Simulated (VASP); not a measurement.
# Li in VASP: notebook, part 2 of 2

VASP 6.6.1. Earlier steps stand in the parts before.

## 4. Single point, PBE (x and y stretched by +2 %, z held)

INCAR

```
ALGO = Normal ; EDIFF = 1E-7
ENCUT = 520 ; GGA = PE
ISIF = 2 ; ISMEAR = -1
LASPH = T ; LCHARG = F
LREAL = F ; LWAVE = F
NBANDS = 8 ; NELM = 80
PREC = Accurate ; SIGMA = 0.05
```

KPOINTS

```
k-points
0
Gamma
  16 16 16
```

POSCAR

```
Li
1.0
    0.0000000000      2.2460400000      2.2020000000
    2.2460400000      0.0000000000      2.2020000000
    2.2460400000      2.2460400000      0.0000000000
Li
1
Direct
    0.0000000000      0.0000000000      0.0000000000
```

Potentials or basis: VASP PAW PBE potentials, release 64 (Li_sv).

Launch:

```sh
$ cat potpaw_PBE.64/Li_sv/POTCAR > POTCAR
$ mpirun -np 1 vasp_std > vasp.out
```

OUTCAR:

```text
EDIFF = 1E-7
   ENCUT = 520
   GGA = PE
   ISIF = 2
   ISMEAR = -1
   LASPH = T
   LREAL = F
   NELM = 80
   PREC = Accurate

 ion  position               nearest neighbor table
   1  0.000  0.000  0.000-

  LATTYP: Found a body centered tetragonal cell.
 ALAT       =     3.1763802296
 C/A-ratio  =     1.3864838847

  Lattice vectors:

 A1 = (   0.0000000000,  -2.2460400000,  -2.2020000000)
 A2 = (   0.0000000000,   2.2460400000,  -2.2020000000)
 A3 = (   2.2460400000,   0.0000000000,   2.2020000000)

Analysis of symmetry for initial positions (statically):
=====================================================================
 Subroutine PRICEL returns:
 Original cell was already a primitive cell.

 Routine SETGRP: Setting up the symmetry group for a
 body centered tetragonal supercell.

 Subroutine GETGRP returns: Found 16 space group operations
 (whereof 16 operations were pure point group operations)
 out of a pool of 16 trial point group operations.

The static configuration has the point symmetry D_4h.

Analysis of symmetry for dynamics (positions and initial velocities):
=====================================================================
 Subroutine PRICEL returns:
 Original cell was already a primitive cell.

 Routine SETGRP: Setting up the symmetry group for a
 body centered tetragonal supercell.

 Subroutine GETGRP returns: Found 16 space group operations
 (whereof 16 operations were pure point group operations)
 out of a pool of 16 trial point group operations.

The dynamic configuration has the point symmetry D_4h.

 Subroutine INISYM returns: Found 16 space group operations
 (whereof 16 operations are pure point group operations),
 and found     1 'primitive' translations

----------------------------------------------------------------------------------------

                                     Primitive cell

  volume of cell :      22.2168

  direct lattice vectors                    reciprocal lattice vectors
     0.000000000  2.246040000  2.202000000    -0.222614023  0.222614023  0.227066303
     2.246040000  0.000000000  2.202000000     0.222614023 -0.222614023  0.227066303
     2.246040000  2.246040000  0.000000000     0.222614023  0.222614023 -0.227066303

  length of vectors
     3.145393406  3.145393406  3.176380230     0.388166346  0.388166346  0.388166346

  position of ions in fractional coordinates (direct lattice)
     0.000000000  0.000000000  0.000000000

  ion indices of the primitive-cell ions
   primitive index   ion index
                 1           1

----------------------------------------------------------------------------------------

 KPOINTS: k-points

Automatic generation of k-mesh.
 Grid dimensions read from file:
 generate k-points for:   16   16   16

 Generating k-lattice:

  Cartesian coordinates                     Fractional coordinates (reciprocal lattice)
    -0.013913376  0.013913376  0.014191644     0.062500000  0.000000000  0.000000000
     0.013913376 -0.013913376  0.014191644     0.000000000  0.062500000  0.000000000
     0.013913376  0.013913376 -0.014191644     0.000000000  0.000000000  0.062500000

  Length of vectors
     0.024260397  0.024260397  0.024260397

  Shift w.r.t. Gamma in fractional coordinates (k-lattice)
     0.000000000  0.000000000  0.000000000

 Subroutine IBZKPT returns following result:
 ===========================================

 Found    349 irreducible k-points:

 Following reciprocal coordinates:
            Coordinates               Weight
  0.000000  0.000000  0.000000      1.000000
  0.062500  0.000000  0.000000      8.000000
  0.125000  0.000000  0.000000      8.000000
  0.187500  0.000000  0.000000      8.000000
  0.250000  0.000000  0.000000      8.000000
  0.312500 -0.000000  0.000000      8.000000
[... 16 lines left out ...]
 -0.125000  0.062500  0.000000      8.000000
 -0.062500  0.062500  0.000000      4.000000
 [... further k-points ...]
   k-points           NKPTS =    349   k-points in BZ     NKDIM =    349   number of bands    NBANDS=      8
   number of dos      NEDOS =    301   number of ions     NIONS =      1
   total plane-waves  NPLWV =  13824
   dimension x,y,z NGX =    24 NGY =   24 NGZ =   24
   dimension x,y,z NGXF=    48 NGYF=   48 NGZF=   48
   ions per type =               1
   NGX,Y,Z   is equivalent  to a cutoff of  12.68, 12.68, 12.56 a.u.
   NGXF,Y,Z  is equivalent  to a cutoff of  25.37, 25.37, 25.12 a.u.
 SYSTEM =  unknown system
   PREC   = accura    normal or accurate (medium, high low for compatibility)
   ISTART =      0    job   : 0-new  1-cont  2-samecut
   ICHARG =      2    charge: 1-file 2-atom 10-const
   ISPIN  =      1    spin polarized calculation?
   LNONCOLLINEAR =      F non collinear calculations
   LSORBIT =      F    spin-orbit coupling
   LASPH  =      T    aspherical Exc in radial PAW
   ENCUT  =  520.0 eV  38.22 Ry    6.18 a.u.   5.85  5.85  5.91*2*pi/ulx,y,z
   NELM   =     80;   NELMIN=  2; NELMDL= -5     # of ELM steps
   EDIFF  = 0.1E-06   stopping-criterion for ELM
   LREAL  =      F    real-space projection
   EDIFFG = 0.1E-05   stopping-criterion for IOM
   NSW    =      0    number of steps for IOM
   IBRION =     -1    ionic relax: 0-MD 1-quasi-New 2-CG
   NFREE  =      0    steps in history (QN), initial steepest desc. (CG)
   ISIF   =      2    stress and relaxation
   ISYM   =      2    0-nonsym 1-usesym 2-fastsym
   POTIM  = 0.5000    time-step for ionic-motion
   TEBEG  =    0.0;   TEEND  =   0.0 temperature during run
   PSTRESS=    0.0 pullay stress
   NELECT =       3.0000    total number of electrons
   NUPDOWN=      -1.0000    fix difference up-down
   EMIN   =  10.00;   EMAX   =-10.00  energy-range for DOS
   EFERMI =   0.00;   METHOD = LEGACY
   ISMEAR =    -1;   SIGMA  =   0.05  broadening in eV -4-tet -1-fermi 0-gaus
   EFERMI_NEDOS =   21; number of points for ismear=-14 and -15
   IALGO  =     38    algorithm
   IMIX   =      4    mixing-type and parameters
     AMIX     =   0.40;   BMIX     =  1.00
     AMIX_MAG =   1.60;   BMIX_MAG =  1.00
  volume/ion in A,a.u.               =      22.22       149.93
  Fermi-wavevector in a.u.,A,eV,Ry     =   0.839888  1.587157  9.597701  0.705411
  Thomas-Fermi vector in A             =   1.954180
   LORBIT       =      0    0 simple, 1 ext, 2 COOP (PROOUT), +10 PAW based schemes
   GGA     = PE    functional components
   LHFCALC =     F    Hartree Fock is set to
   AEXX    =    0.0000 exact exchange contribution
   IVDW    =     0    specifies the selected vdW correction
   LEPSILON=     F    determine dielectric tensor
   LRPA    =     F    only Hartree local field effects (RPA)
 non-spin polarized calculation
  energy-cutoff  :      520.00
  volume of cell :       22.22
 maximum number of plane-waves:       616
   NGX = 11   NGY = 11   NGZ = 11

 number of electron       3.0000009 magnetization

 Free energy of the ion-electron system (eV)
  ---------------------------------------------------
  ext. energy  EPLUGINS =         0.00000000
  ---------------------------------------------------
  free energy    TOTEN  =        -1.90280039 eV

  energy without entropy =       -1.89922722  energy(sigma->0) =       -1.90101381

 E-fermi :   0.3649     XC(G=0):  -6.8249

 val. band max:        0.3298580732   @ k =   0.5000   0.3125   0.1250
 cond. band min:       0.3675849744   @ k =  -0.2500   0.2500   0.1875
 fundamental gap:      0.0377269012
 Fermi energy:         0.3649157486

 k-point     1 :       0.0000    0.0000    0.0000
  band No.  band energies     occupation
      1     -46.3089      2.00000
      2      -3.0604      2.00000
      3      13.8089      0.00000
      4      13.8327      0.00000
      5      13.8328      0.00000
      6      17.5565      0.00000
      7      17.5565      0.00000
      8      17.6212      0.00000

 k-point     2 :       0.0625    0.0000    0.0000
  band No.  band energies     occupation
      1     -46.3084      2.00000
      2      -2.9927      2.00000
      3      13.1075      0.00000
      4      13.6723      0.00000
      5      13.6808      0.00000
      6      16.9316      0.00000
      7      17.8251      0.00000
      8      17.8562      0.00000
[... 221 lines left out ...]
 k-point    23 :      -0.1250    0.0625    0.0000
  band No.  band energies     occupation
      1     -46.3061      2.00000
      2      -2.6370      2.00000
      3      10.8954      0.00000
      4      12.2553      0.00000
      5      13.7475      0.00000
      6      16.7514      0.00000
      7      18.1359      0.00000
      8      18.8518      0.00000

 k-point    24 :      -0.0625    0.0625    0.0000
  band No.  band energies     occupation
      1     -46.3076      2.00000
      2      -2.8824      2.00000
      3      12.5133      0.00000
      4      12.7633      0.00000
      5      13.8787      0.00000
      6      16.6326      0.00000
      7      17.7887      0.00000
      8      18.8427      0.00000

 [... further k-points ...]
[... 5 lines left out ...]
  --------------------------------------------------------------------------------------
  -------------------------------------------------------------------------------------
  Total       -0.1657909     -0.1657909     -0.1621430      0.0000000      0.0000000     -0.0000000
  in kB      -11.9560839    -11.9560839    -11.6930139      0.0000000      0.0000000     -0.0000000
  external PRESSURE =     -11.8683939 kB  Pullay stress =       0.0000000 kB

 VOLUME and BASIS-vectors are now :
 -----------------------------------------------------------------------------
  energy-cutoff  :      520.00
  volume of cell :       22.22
      direct lattice vectors                 reciprocal lattice vectors
     0.000000000  2.246040000  2.202000000    -0.222614023  0.222614023  0.227066303
     2.246040000  0.000000000  2.202000000     0.222614023 -0.222614023  0.227066303
     2.246040000  2.246040000  0.000000000     0.222614023  0.222614023 -0.227066303

 POSITION                                       TOTAL-FORCE (eV/Angst)
 -----------------------------------------------------------------------------------
      0.00000      0.00000      0.00000        -0.000000      0.000000     -0.000000
 -----------------------------------------------------------------------------------
    total drift:                                0.000000      0.000000     -0.000000

  FREE ENERGIE OF THE ION-ELECTRON SYSTEM (eV)
  ---------------------------------------------------
  free  energy   TOTEN  =        -1.9028003927 eV

  energy  without entropy=       -1.8992272212  energy(sigma->0) =       -1.90101381
```

OSZICAR:

```text
N       E                     dE             d eps       ncg     rms          rms(c)
DAV:   1    -0.844105917811E-01   -0.84411E-01   -0.70882E+02  5624   0.258E+02
DAV:   2    -0.187781553897E+01   -0.17934E+01   -0.17499E+01  8080   0.350E+01
DAV:   3    -0.190427414781E+01   -0.26459E-01   -0.26428E-01  6616   0.327E+00
DAV:   4    -0.190461663548E+01   -0.34249E-03   -0.34248E-03  8632   0.310E-01
DAV:   5    -0.190461729593E+01   -0.66045E-06   -0.66041E-06  6848   0.112E-02    0.273E-01
DAV:   6    -0.190339792618E+01    0.12194E-02   -0.26878E-04  9040   0.724E-02    0.155E-01
DAV:   7    -0.190280302771E+01    0.59490E-03   -0.64562E-04  9176   0.105E-01    0.271E-02
DAV:   8    -0.190280320050E+01   -0.17280E-06   -0.87563E-06  6544   0.196E-02    0.236E-03
DAV:   9    -0.190280137492E+01    0.18256E-05   -0.45643E-07  9192   0.573E-03    0.473E-04
DAV:  10    -0.190280042784E+01    0.94708E-06   -0.42628E-08  5432   0.146E-03    0.197E-04
DAV:  11    -0.190280039271E+01    0.35137E-07   -0.59860E-09  3536   0.623E-04
   1 F= -.19028004E+01 E0= -.19010138E+01  d E =-.357317E-02
```

stdout:

```text
POSCAR found type information on POSCAR Li
 POSCAR found :  1 types and       1 ions
 scaLAPACK will be used
 LDA part: xc-table for (Slater+PW92), standard interpolation
 POSCAR, INCAR and KPOINTS ok, starting setup
 FFT: planning ... GRIDC
 FFT: planning ... GRID_SOFT
 FFT: planning ... GRID
 WAVECAR not read
 entering main loop
```

It took 58 s on 1 thread of Intel Xeon 8259CL, shared host; peak memory 0.16 GiB.

Results:

```yaml
Free_energy: -1.9028 eV
Band_gap_on_the_k_mesh: zero (an odd number of electrons rules out a gap without spin polarisation)
```

Levels at points of the mesh, in eV from the Fermi level:
| k point | band 1 | band 2 | band 3 | band 4 | band 5 |
| --- | --- | --- | --- | --- | --- |
| (0.00, 0.00, 0.00) | -46.67 | -3.43 | 13.44 | 13.47 | 13.47 |
| (0.50, 0.00, 0.00) | -46.66 | 0.04 | 2.65 | 11.70 | 11.99 |
| (0.50, 0.50, 0.00) | -46.66 | 1.64 | 4.57 | 7.77 | 7.77 |
| (0.50, 0.00, 0.50) | -46.66 | 1.40 | 4.32 | 7.99 | 8.08 |

Caveat: the cell differs from its parent crystal (x and y stretched by +2 %, z held); the cutoff is under 1.25 times the usual one of these potentials, so pressure, stress and relaxed cells hold a basis-set (Pulay) error.

## 5. Overview

```csv
cell,k mesh,gap on the mesh (eV)
"a = 3.114 Å, angles 60.0°, 1 atom",22 × 22 × 22,none
"a = 3.139, b = 3.139, c = 3.068 Å, angles 60.7, 60.7, 58.5°, 1 atom",16 × 16 × 16,none
"a = 3.145, b = 3.145, c = 3.176 Å, angles 59.7, 59.7, 60.7°, 1 atom",16 × 16 × 16,none
```

Alike in all rows: task single point; level PBE; potentials or basis VASP PAW PBE potentials, release 64 (Li_sv); no spin polarisation; cutoff (eV) 520; smearing fermi-dirac 0.05 eV.

Caveats: the cutoff is under 1.25 times the usual one of these potentials, so pressure, stress and relaxed cells hold a basis-set (Pulay) error.

Total energies depend on the potentials used, so only differences within one code and one set of settings carry meaning.
